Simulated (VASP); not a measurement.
# GdO (F-43m) in VASP: further runs

The runs below take GdO through single point, with PBE, r2SCAN.

Program: VASP 6.6.1. These are calculated values, not measurements. Logs are shortened: lines on timing, memory, paths and dates and some standing lists are left out, and cuts for length are marked.

## 1. The cell of the first run

Symmetry: F-43m, No. 216, cubic system. Conventional cell: a = 5.400 Å, b = 5.400 Å, c = 5.400 Å, α = 90.00°, β = 90.00°, γ = 90.00°. Within 3.1 Å of Gd (site symmetry -43m) lie 4 O at 2.34 Å. O (site symmetry -43m) has 4 Gd at 2.34 Å within 3.1 Å.

## 2. Single point, PBE, collinear spin, ferromagnetic start

INCAR

```
SYSTEM = GdO
ALGO = Normal ; EDIFF = 1E-6
ENCUT = 520 ; GGA = PE
ISIF = 2 ; ISMEAR = -1
ISPIN = 2 ; LASPH = .TRUE.
LCHARG = .FALSE. ; LMAXMIX = 6
LORBIT = 11 ; LREAL = .FALSE.
LWAVE = .FALSE. ; MAGMOM = 7 0
NBANDS = 23 ; NELM = 150
PREC = Accurate ; SIGMA = 0.03
```

KPOINTS

```
k-points
0
G
  12 12 12
  0 0 0
```

POSCAR

```
GdO
1.0
    0.0000000000      2.7000000000      2.7000000000
    2.7000000000      0.0000000000      2.7000000000
    2.7000000000      2.7000000000      0.0000000000
Gd O
1 1
Direct
    0.0000000000      0.0000000000      0.0000000000
    0.2500000000      0.2500000000      0.2500000000
```

Potentials or basis: VASP PAW PBE potentials, release 64 (Gd, O).

The run is started by

```
cat potpaw_PBE.64/Gd/POTCAR potpaw_PBE.64/O/POTCAR > POTCAR
mpirun -np 1 vasp_std > vasp.out
```

OUTCAR:

```text
SYSTEM = GdO
   EDIFF = 1E-6
   ENCUT = 520
   GGA = PE
   ISIF = 2
   ISMEAR = -1
   ISPIN = 2
   LASPH = .TRUE.
   LORBIT = 11
   LREAL = .FALSE.
   NELM = 150
   PREC = Accurate

 ion  position               nearest neighbor table
   1  0.000  0.000  0.000-   2 2.34   2 2.34   2 2.34   2 2.34
   2  0.250  0.250  0.250-   1 2.34   1 2.34   1 2.34   1 2.34

  LATTYP: Found a face centered cubic cell.
 ALAT       =     5.4000000000

  Lattice vectors:

 A1 = (   0.0000000000,   2.7000000000,   2.7000000000)
 A2 = (   2.7000000000,   0.0000000000,   2.7000000000)
 A3 = (   2.7000000000,   2.7000000000,   0.0000000000)

Analysis of symmetry for initial positions (statically):
=====================================================================
 Subroutine PRICEL returns:
 Original cell was already a primitive cell.

 Routine SETGRP: Setting up the symmetry group for a
 face centered cubic supercell.

 Subroutine GETGRP returns: Found 24 space group operations
 (whereof 24 operations were pure point group operations)
 out of a pool of 48 trial point group operations.

The static configuration has the point symmetry T_d .

Analysis of symmetry for dynamics (positions and initial velocities):
=====================================================================
 Subroutine PRICEL returns:
 Original cell was already a primitive cell.

 Routine SETGRP: Setting up the symmetry group for a
 face centered cubic supercell.

 Subroutine GETGRP returns: Found 24 space group operations
 (whereof 24 operations were pure point group operations)
 out of a pool of 48 trial point group operations.

The dynamic configuration has the point symmetry T_d .

Analysis of structural, dynamic, and magnetic symmetry:
=====================================================================
 Subroutine PRICEL returns:
 Original cell was already a primitive cell.

 Routine SETGRP: Setting up the symmetry group for a
 face centered cubic supercell.

 Subroutine GETGRP returns: Found 24 space group operations
 (whereof 24 operations were pure point group operations)
 out of a pool of 48 trial point group operations.

The overall configuration has the point symmetry T_d .

 Subroutine INISYM returns: Found 24 space group operations
 (whereof 24 operations are pure point group operations),
 and found     1 'primitive' translations

----------------------------------------------------------------------------------------
[... 115 lines left out ...]
  Fermi-wavevector in a.u.,A,eV,Ry     =   1.388156  2.623234 26.218100  1.926976
  Thomas-Fermi vector in A             =   2.512309
   LORBIT       =     11    0 simple, 1 ext, 2 COOP (PROOUT), +10 PAW based schemes
   GGA     = PE    functional components
   LHFCALC =     F    Hartree Fock is set to
   AEXX    =    0.0000 exact exchange contribution
   IVDW    =     0    specifies the selected vdW correction
   LEPSILON=     F    determine dielectric tensor
   LRPA    =     F    only Hartree local field effects (RPA)
 spin polarized calculation
  energy-cutoff  :      520.00
  volume of cell :       39.37
 maximum number of plane-waves:      1074
   NGX = 15   NGY = 15   NGZ = 15

 number of electron      23.9999989 magnetization       7.5747642

 Free energy of the ion-electron system (eV)
  ---------------------------------------------------
  ext. energy  EPLUGINS =         0.00000000
  ---------------------------------------------------
  free energy    TOTEN  =       -22.05064891 eV

  energy without entropy =      -22.04422710  energy(sigma->0) =      -22.04743801

 E-fermi :   4.1081     XC(G=0): -10.0847

 val. band max:        4.1024767345   @ k =   0.3333   0.2500   0.0833
 cond. band min:       4.1224124982   @ k =  -0.2500   0.1667   0.0000
 fundamental gap:      0.0199357637
 Fermi energy:         4.1080947032

 spin component 1

 k-point     1 :       0.0000    0.0000    0.0000
  band No.  band energies     occupation
      1     -41.4576      1.00000
      2     -18.7185      1.00000
      3     -18.7185      1.00000
      4     -18.7185      1.00000
      5     -15.3712      1.00000
      6      -1.8452      1.00000
[... 613 lines left out ...]
     22      11.7141      0.00000
     23      15.2631      0.00000

 [... further k-points ...]

 spin component 2

 k-point     1 :       0.0000    0.0000    0.0000
  band No.  band energies     occupation
      1     -38.2842      1.00000
      2     -16.3994      1.00000
      3     -16.3994      1.00000
      4     -16.3994      1.00000
      5     -15.3235      1.00000
      6      -1.4715      1.00000
[... 613 lines left out ...]
     22      13.0343      0.00000
     23      16.7243      0.00000

 [... further k-points ...]

------------------------ aborting loop because EDIFF is reached ----------------------------------------

  FORCE on cell =-STRESS in cart. coord.  units (eV):
  Direction    XX          YY          ZZ          XY          YZ          ZX
  --------------------------------------------------------------------------------------
  -------------------------------------------------------------------------------------
  Total       -0.1394590     -0.1394590     -0.1394590      0.0000000      0.0000000      0.0000000
  in kB       -5.6759158     -5.6759158     -5.6759158      0.0000000      0.0000000      0.0000000
  external PRESSURE =      -5.6759158 kB  Pullay stress =       0.0000000 kB

 VOLUME and BASIS-vectors are now :
 -----------------------------------------------------------------------------
  energy-cutoff  :      520.00
  volume of cell :       39.37
      direct lattice vectors                 reciprocal lattice vectors
     0.000000000  2.700000000  2.700000000    -0.185185185  0.185185185  0.185185185
     2.700000000  0.000000000  2.700000000     0.185185185 -0.185185185  0.185185185
     2.700000000  2.700000000  0.000000000     0.185185185  0.185185185 -0.185185185

 POSITION                                       TOTAL-FORCE (eV/Angst)
 -----------------------------------------------------------------------------------
      0.00000      0.00000      0.00000        -0.000000     -0.000000     -0.000000
      1.35000      1.35000      1.35000         0.000000      0.000000      0.000000
 -----------------------------------------------------------------------------------
    total drift:                                0.000000      0.000000     -0.000000

  FREE ENERGIE OF THE ION-ELECTRON SYSTEM (eV)
  ---------------------------------------------------
  free  energy   TOTEN  =       -22.0506489116 eV

  energy  without entropy=      -22.0442270991  energy(sigma->0) =      -22.04743801

 total charge

# of ion       s       p       d       f       tot
--------------------------------------------------
    1        2.033   5.634   0.476   7.068  15.211
    2        1.569   3.427   0.000   0.000   4.995
--------------------------------------------------
tot          3.602   9.061   0.476   7.068  20.206

 magnetization (x)

# of ion       s       p       d       f       tot
--------------------------------------------------
    1        0.001  -0.056   0.180   6.753   6.877
    2        0.003  -0.018   0.000   0.000  -0.016
--------------------------------------------------
tot          0.003  -0.074   0.180   6.753   6.862
```

Run time: 1.8 min. Hardware: 1 thread of Intel Xeon 6975P-C (Granite Rapids), shared host; peak memory 0.25 GiB.

What came out:

- Free energy: -22.0506 eV
- Pressure: -0.6 GPa
- Net moment: 7.57 μB per cell
- Site moments: Gd +6.88; O -0.02 μB
- Valence electrons inside the program's atomic spheres: Gd 15.21; O 5.00

Levels at points of the mesh, in eV from the Fermi level:
Spin up:
| k point | band 12 | band 13 | band 14 | band 15 | band 16 | band 17 | band 18 | band 19 | band 20 | band 21 |
| --- | --- | --- | --- | --- | --- | --- | --- | --- | --- | --- |
| (0.00, 0.00, 0.00) | -4.85 | -4.70 | -4.70 | -4.70 | -2.21 | 2.56 | 2.56 | 4.49 | 4.49 | 4.49 |
| (0.50, 0.00, 0.00) | -4.84 | -4.63 | -4.57 | -4.57 | 0.19 | 2.43 | 2.43 | 2.97 | 4.60 | 4.60 |
| (0.50, 0.50, 0.00) | -4.89 | -4.65 | -4.17 | -4.17 | -0.89 | 1.01 | 4.13 | 4.63 | 4.63 | 7.20 |
Spin down:
```tsv
k point	band 5	band 6	band 7	band 8	band 9	band 10	band 11	band 12
(0.00, 0.00, 0.00)	-19.43	-5.58	-5.58	-5.58	-1.42	0.38	0.38	0.38
(0.50, 0.00, 0.00)	-18.15	-5.18	-5.18	-5.16	0.09	0.27	0.42	0.42
(0.50, 0.50, 0.00)	-17.80	-6.11	-4.49	-4.49	0.23	0.29	0.39	0.41
```

Caveat: spin-orbit coupling is left out, which moves the levels of the heavy elements; a cell with one magnetic atom can't hold antiferromagnetic order, which such compounds often take; semilocal functionals describe open f shells poorly, which spoils levels, moments and volumes. With open d or f shells a metallic result of PBE can be an artefact of self-interaction; +U or a hybrid may open a gap.

## 3. Single point, PBE, collinear spin, ferromagnetic start (20.86 Å³/atom)

This run uses another cell than the first one, of 20.86 Å³/atom.

INCAR

```
SYSTEM = GdO
  ALGO = Normal
  EDIFF = 1E-6
  ENCUT = 520
  GGA = PE
  ISIF = 2
  ISMEAR = -1
  ISPIN = 2
  LASPH = .TRUE.
  LCHARG = .TRUE.
  LELF = .TRUE.
  LMAXMIX = 6
  LORBIT = 11
  LREAL = .FALSE.
  LVHAR = .TRUE.
  LWAVE = .FALSE.
  MAGMOM = 7 0
  NBANDS = 23
  NELM = 150
  PREC = Accurate
  SIGMA = 0.03
```

KPOINTS is that of step 2.

POSCAR

```
GdO
1.0
    0.0000000000      2.7529546205      2.7529546205
    2.7529546205      0.0000000000      2.7529546205
    2.7529546205      2.7529546205      0.0000000000
Gd O
1 1
Direct
    0.0000000000      0.0000000000      0.0000000000
    0.2500000000      0.2500000000      0.2500000000
```

Potentials or basis: VASP PAW PBE potentials, release 64 (Gd, O).

The run is started by

```
cat potpaw_PBE.64/Gd/POTCAR potpaw_PBE.64/O/POTCAR > POTCAR
mpirun -np 1 vasp_std > vasp.out
```

Wall time 2.2 min (1 thread of Intel Xeon 6975P-C (Granite Rapids), shared host); peak memory 0.28 GiB.

The run converged. Its results:

```yaml
Free_energy: -22.0067 eV
Pressure: -5.3 GPa
Net_moment: 7.55 μB per cell
Site_moments: Gd +6.86; O -0.02 μB
Valence_electrons_inside_the_program's_atomic_spheres: Gd 15.18; O 4.97
```

Levels at points of the mesh, in eV from the Fermi level:
Spin up:
```tsv
k point	band 12	band 13	band 14	band 15	band 16	band 17	band 18	band 19	band 20	band 21
(0.00, 0.00, 0.00)	-4.90	-4.69	-4.69	-4.69	-2.21	2.50	2.50	4.28	4.28	4.28
(0.50, 0.00, 0.00)	-4.90	-4.64	-4.53	-4.53	0.20	2.36	2.36	2.85	4.37	4.37
(0.50, 0.50, 0.00)	-4.93	-4.67	-4.10	-4.10	-0.81	1.03	3.94	4.40	4.40	6.71
```
Spin down:
| k point | band 6 | band 7 | band 8 | band 9 | band 10 | band 11 |
| --- | --- | --- | --- | --- | --- | --- |
| (0.00, 0.00, 0.00) | -5.26 | -5.26 | -5.26 | -1.40 | 0.33 | 0.33 |
| (0.50, 0.00, 0.00) | -4.97 | -4.91 | -4.91 | 0.08 | 0.23 | 0.38 |
| (0.50, 0.50, 0.00) | -5.79 | -4.31 | -4.31 | 0.21 | 0.27 | 0.35 |

Caveat: the cell stands under tension; spin-orbit coupling is left out, which moves the levels of the heavy elements; a cell with one magnetic atom can't hold antiferromagnetic order, which such compounds often take; semilocal functionals describe open f shells poorly, which spoils levels, moments and volumes.

## 4. Single point, r2SCAN, collinear spin, ferromagnetic start

This run uses another cell than the first one, of 20.86 Å³/atom.

POSCAR is that of step 3.

INCAR.step1

```
ALGO = Normal
EDIFF = 1E-4
ENCUT = 520
GGA = PE
ISMEAR = -1
ISPIN = 2
LASPH = T
LCHARG = F
LMAXMIX = 6
LREAL = F
LWAVE = T
MAGMOM = 7 1
NBANDS = 23
NELM = 150
PREC = Accurate
SIGMA = 0.03
```

INCAR.step2

```
ALGO = Normal
EDIFF = 1E-6
ENCUT = 520
ISIF = 2
ISMEAR = -1
ISPIN = 2
ISTART = 1
LASPH = T
LCHARG = F
LMAXMIX = 6
LMIXTAU = T
LORBIT = 11
LREAL = F
LWAVE = F
MAGMOM = 7 1
METAGGA = R2SCAN
NBANDS = 23
NELM = 150
PREC = Accurate
SIGMA = 0.03
```

KPOINTS

```
k-points
0
Gamma
  12 12 12
```

The run is started by

```
cat potpaw_PBE.64/Gd/POTCAR potpaw_PBE.64/O/POTCAR > POTCAR
cp INCAR.step1 INCAR
mpirun -np 1 vasp_std > vasp.out
cp INCAR.step2 INCAR
mpirun -np 1 vasp_std > vasp.out
```

Wall time 6.3 min (1 thread of Intel Xeon 6975P-C (Granite Rapids), shared host); peak memory 0.27 GiB.

Results (log left out):

- Free energy: -52.8193 eV
- Pressure: -7.5 GPa
- Net moment: 7.93 μB per cell
- Site moments: Gd +6.98; O +0.03 μB
- Valence electrons inside the program's atomic spheres: Gd 15.13; O 5.01

Levels at points of the mesh, in eV from the Fermi level:
Spin up:
```tsv
k point	band 13	band 14	band 15	band 16	band 17	band 18	band 19	band 20
(0.00, 0.00, 0.00)	-5.30	-5.30	-5.30	-2.37	2.73	2.73	4.41	4.41
(0.50, 0.00, 0.00)	-5.32	-4.98	-4.98	0.02	2.56	2.56	3.21	4.48
(0.50, 0.50, 0.00)	-5.62	-4.41	-4.41	-1.10	1.27	4.13	4.46	4.46
```
Spin down:
| k point | band 5 | band 6 | band 7 | band 8 | band 9 | band 10 | band 11 | band 12 |
| --- | --- | --- | --- | --- | --- | --- | --- | --- |
| (0.00, 0.00, 0.00) | -20.13 | -5.33 | -5.33 | -5.33 | -0.80 | 1.10 | 1.10 | 1.10 |
| (0.50, 0.00, 0.00) | -19.02 | -4.99 | -4.97 | -4.97 | 0.83 | 1.02 | 1.12 | 1.12 |
| (0.50, 0.50, 0.00) | -18.72 | -5.83 | -4.36 | -4.36 | 0.96 | 0.97 | 1.10 | 1.14 |

Caveat: the cell stands under tension; the PAW data sets were made with another functional, which shifts forces and pressure a little; spin-orbit coupling is left out, which moves the levels of the heavy elements; a cell with one magnetic atom can't hold antiferromagnetic order, which such compounds often take; semilocal functionals describe open f shells poorly, which spoils levels, moments and volumes.

## 5. Summary

| level | cell | gap on the mesh (eV) | pressure (GPa) | moment (μB) |
| --- | --- | --- | --- | --- |
| PBE | a = 3.818 Å, angles 60.0°, 2 atoms | none | -0.6 | 7.57 |
| PBE | a = 3.893 Å, angles 60.0°, 2 atoms | none | -5.3 | 7.55 |
| r2SCAN | a = 3.893 Å, angles 60.0°, 2 atoms | none | -7.5 | 7.93 |

Alike in all rows: task single point; potentials or basis VASP PAW PBE potentials, release 64 (Gd, O); spin collinear, ferromagnetic start; k mesh 12 × 12 × 12; cutoff (eV) 520; smearing fermi-dirac 0.03 eV.

Caveats: spin-orbit coupling is left out, which moves the levels of the heavy elements; a cell with one magnetic atom can't hold antiferromagnetic order, which such compounds often take; semilocal functionals describe open f shells poorly, which spoils levels, moments and volumes; the cell stands under tension (at least some runs); the PAW data sets were made with another functional, which shifts forces and pressure a little (at least some runs).

Total energies depend on the potentials used, so only differences within one code and one set of settings carry meaning.
